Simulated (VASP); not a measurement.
HfN: single point with LDA

HfN:

```
Hf N
1.0
     0.00000    2.07828    2.43972
     2.07828    0.00000    2.43972
     2.07828    2.07828    0.00000
Hf N
1 1
Direct
  0.00000 0.00000 0.00000
  0.50000 0.50000 0.50000
```

This cell differs from its parent crystal: strain -0.080 along x and y, +0.080 along z.

```yaml
Program: VASP 6.6.1
Task: single point
Functional: LDA
Potentials_or_basis: VASP PAW LDA potentials, release 64 (Hf_pv, N)
Cutoff: 520 eV
k_mesh: 18 × 18 × 18
Occupations: gaussian, width 0.15 eV
Spin: no spin polarisation
Dipole_correction: no
Further_INCAR_settings: ALGO = Normal; EDIFF = 1e-06; NBANDS = 14
```

```yaml
Pressure: 38.4 GPa
```

Stress tensor (GPa, compression positive):
```
 68.36   0.00   0.00
  0.00  68.36   0.00
  0.00   0.00 -21.53
```

Levels at points of the mesh, in eV from the Fermi level:
| k point | band 6 | band 7 | band 8 | band 9 | band 10 | band 11 |
| --- | --- | --- | --- | --- | --- | --- |
| (0.00, 0.00, 0.00) | -2.69 | -2.69 | -1.67 | -1.11 | 0.43 | 0.43 |
| (0.50, 0.00, 0.00) | -6.97 | -6.74 | 3.93 | 3.98 | 4.71 | 5.07 |
| (0.50, 0.50, 0.00) | -4.00 | -3.06 | -3.06 | 4.72 | 6.02 | 6.02 |
| (0.50, 0.00, 0.50) | -4.22 | -4.22 | -3.23 | 3.30 | 4.51 | 7.67 |

Run time: 79 s on 1 thread of Intel(R) Xeon(R) Platinum 8375C CPU @ 2.90GHz (Ice Lake), on a shared host, peak memory 0.25 GiB.

Caveat: the cell differs from its parent crystal (strain -0.080 along x and y, +0.080 along z); spin-orbit coupling is left out, which moves the levels of the heavy elements.
